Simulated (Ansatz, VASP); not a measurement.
Os in VASP and in Ansatz

INCAR

```
PREC = Accurate ; ENCUT = 600
EDIFF = 1E-6 ; ISMEAR = -4
SIGMA = 0.1 ; LREAL = False
LASPH = True ; NELM = 120
ALGO = Normal ; ISIF = 2
LWAVE = False ; LCHARG = True
GGA = PS ; LELF = True
LVHAR = True ; NBANDS = 10
GGA_COMPAT = False
```

The input KPOINTS:

```
Automatic mesh
0
Gamma
  18 18 18
```

Contents of POSCAR:

```
Os
1.0
    0.0000000000      1.9513486409      1.9513486409
    1.9513486409      0.0000000000      1.9513486409
    1.9513486409      1.9513486409      0.0000000000
Os
1
Direct
    0.0000000000      0.0000000000      0.0000000000
```

Input for Ansatz:

```yaml
crystal:
  lattice:
    - [0.0, 1.9513486409, 1.9513486409]
    - [1.9513486409, 0.0, 1.9513486409]
    - [1.9513486409, 1.9513486409, 0.0]
  atoms:
    - { symbol: Os, position: [0.0, 0.0, 0.0] }
basis:
  ecutwfc: 420
kpoints:
  mp_grid: { grid: [18, 18, 18] }
hamiltonian:
  xc: pbesol
scf:
  occupations: { method: tetrahedron_uncorrected }
output:
  forces: true
  eigenvalues: true
  stress: true
```

Alike in both runs: task single point; functional PBEsol; k mesh 18 × 18 × 18; no spin polarisation.

```csv
,VASP,Ansatz
version,VASP 6.6.1,Ansatz 0.2.0
potentials or method,"VASP PAW PBE potentials, release 64 (Os), cutoff 600 eV","scalar-relativistic, plane waves, PAW"
occupations,tetrahedron,tetrahedron-uncorrected
valence electrons in the cell,8,16
```

```tsv
	VASP	Ansatz	Ansatz less VASP
gap on the k mesh at the Fermi level (eV)	none	none	-
pressure (GPa)	-22.8	-22.8	-0.04
```

VASP's potentials were made for PBE, not for PBEsol. A gap of «none» marks a metal or a gap that the smearing closes. VASP's potentials hold 8 valence electrons a cell and Ansatz's 16, so a difference there can come from the potentials and not from the codes. Ansatz's warnings: band table not solved further.

Neither program's run includes spin-orbit coupling.
